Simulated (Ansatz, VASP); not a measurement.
## One calculation of Co, two programs

The input INCAR:

```
PREC = Accurate ; ENCUT = 520
EDIFF = 1E-8 ; ISMEAR = -1
SIGMA = 0.05 ; LREAL = False
LASPH = True ; NELM = 150
ALGO = Normal ; ISIF = 2
LWAVE = False ; LCHARG = False
ISPIN = 2 ; MAGMOM = 2 2
LORBIT = 11 ; LMAXMIX = 4
GGA = PS ; LEFG = True
NBANDS = 20
```

File KPOINTS:

```
Automatic mesh
0
Gamma
  19 19 10
```

File POSCAR:

```
Co
1.0
    2.5105760544      0.0000000000      0.0000000000
   -1.2552880272      2.1742226413      0.0000000000
    0.0000000000      0.0000000000      4.0773176236
Co
2
Direct
    0.3333333333      0.6666666667      0.2500000000
    0.6666666667      0.3333333333      0.7500000000
```

Input for Ansatz:

```yaml
crystal:
  lattice:
    - [2.5105760544, 0.0, 0.0]
    - [-1.2552880272, 2.1742226413, 0.0]
    - [0.0, 0.0, 4.0773176236]
  atoms:
    - { symbol: Co, position: [0.3333333333, 0.6666666667, 0.25], spin: 2.0 }
    - { symbol: Co, position: [0.6666666667, 0.3333333333, 0.75], spin: 2.0 }
magnetization:
  spin_polarized: true
kpoints:
  mp_grid: { grid: [19, 19, 10] }
scf:
  occupations: { method: fermi_dirac, width: 0.05 }
hamiltonian:
  xc: pbesol
  pseudopotentials: { kind: paw }
output:
  forces: true
  stress: true
  eigenvalues: true
  efg: { contact_densities: true }
```

Change from the starting cell: volume scaled by 0.99, PAW files.

Alike in both runs: task electric field gradients; functional PBEsol; k mesh 19 × 19 × 10; occupations fermi-dirac, width 0.05 eV; collinear spin.

|  | VASP | Ansatz |
| --- | --- | --- |
| version | VASP 6.6.1 | Ansatz 0.2.0 |
| potentials or method | VASP PAW PBE potentials, release 64 (Co) | PAW with Ansatz's default frozen-core files, scalar-relativistic |
| plane-wave cutoff (eV) | 520 | 420 |
| valence electrons in the cell | 18 | 34 |

Ansatz gave:

- pressure (GPa): -14.5
- traceless stress, the component that is largest in VASP (GPa): -0.95
- net moment per atom (μB): 1.64
- size of the moment on the site where the two differ most (μB): 1.71
- size of Vzz on the site where it differs most (V/Å²): 1.9

Q: Estimate VASP's values.

A: Pressure (GPa): -15.0; traceless stress, the component that is largest in VASP (GPa): -1.04; net moment per atom (μB): 1.63; size of the moment on the site where the two differ most (μB): 1.65; size of Vzz on the site where it differs most (V/Å²): 2.0.

VASP's potentials were made for PBE, not for PBEsol. Site moments also hang on the region over which each program counts them. VASP's potentials hold 18 valence electrons a cell and Ansatz's 34, so a difference there can come from the potentials and not from the codes.
